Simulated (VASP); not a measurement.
Here is a VASP 6.6.1 calculation.

File POSCAR:

```
W
1.0
   -1.5573675000      1.5573675000      1.5573675000
    1.5573675000     -1.5573675000      1.5573675000
    1.5573675000      1.5573675000     -1.5573675000
W
1
Direct
    0.0000000000      0.0000000000      0.0000000000
```

The input INCAR.step1:

```
PREC = Accurate
ENCUT = 520
ISMEAR = 0
SIGMA = 0.15
LREAL = False
LASPH = True
NELM = 80
NBANDS = 13
GGA = PE
ALGO = Normal
EDIFF = 1E-4
LWAVE = True
LCHARG = False
```

File INCAR.step2:

```
PREC = Accurate
ENCUT = 520
EDIFF = 1E-7
ISMEAR = 0
SIGMA = 0.15
LREAL = False
LASPH = True
NELM = 80
ALGO = Normal
ISIF = 2
LWAVE = False
LCHARG = False
METAGGA = R2SCAN
LMIXTAU = True
NBANDS = 13
ISTART = 1
```

The input KPOINTS:

```
Automatic mesh
0
Gamma
  20 20 20
```

Potentials or basis: VASP PAW PBE potentials, release 64 (W_sv).

Launch:

```sh
$ cat potpaw_PBE.64/W_sv/POTCAR > POTCAR
$ cp INCAR.step1 INCAR
$ mpirun -np 1 vasp_std > vasp.out
$ cp INCAR.step2 INCAR
$ mpirun -np 1 vasp_std > vasp.out
```

Problem. What does it give for the pressure?

Solution. 19.9 GPa.

Problem. What does it give for the band gap on the k mesh?

Solution. Zero (bands 7 and 8 overlap by 7.07 eV).

Caveat: the cell differs from its parent crystal (strain -0.025 along x and y, -0.025 along z); the cell stands under pressure; the PAW data sets were made with another functional, which shifts forces and pressure a little; spin-orbit coupling is left out, which moves the levels of the heavy elements.
